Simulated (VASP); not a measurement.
Here is a VASP 6.6.1 calculation.

The input INCAR:

```
PREC = Accurate ; ENCUT = 520
EDIFF = 1E-6 ; ISMEAR = 0
SIGMA = 0.15 ; LREAL = False
LASPH = True ; NELM = 60
ALGO = Fast ; ISIF = 2
LWAVE = False ; LCHARG = True
GGA = PS ; LELF = True
LVHAR = True ; NBANDS = 16
```

File KPOINTS:

```
regular mesh
0
Gamma
  12 12 16
```

POSCAR

```
Al2Cu
1.0
    4.0841721965      0.0000000000      0.0000000000
    0.0000000000      4.0841721965      0.0000000000
    0.0000000000      0.0000000000      2.8463947513
Al Cu
2 1
Direct
    0.5000000000      0.0000000000      0.5000000000
    0.0000000000      0.5000000000      0.5000000000
   -0.0259700160     -0.0259700160      0.0000000000
```

Potentials or basis: VASP PAW PBE potentials, release 64 (Al, Cu).

Command:

```sh
$ cat potpaw_PBE.64/Al/POTCAR potpaw_PBE.64/Cu/POTCAR > POTCAR
$ mpirun -np 1 vasp_std > vasp.out
```

Task: Predict the band gap on the k mesh.

Result: Zero (an odd number of electrons rules out a gap without spin polarisation).

Task: What does it give for the largest force?

Result: 1.035 eV/Å.

Task: Predict the pressure.

Result: 0.9 GPa.

Stress tensor (GPa, compression positive):
```
 1.05 -0.37  0.00
-0.37  1.05  0.00
 0.00  0.00  0.70
```

Caveat: the cell differs from its parent crystal (atom 3 (Cu) moved by (-0.150, +0.000) A along [1 1 0] and z); the PAW data sets were made with another functional, which shifts forces and pressure a little.
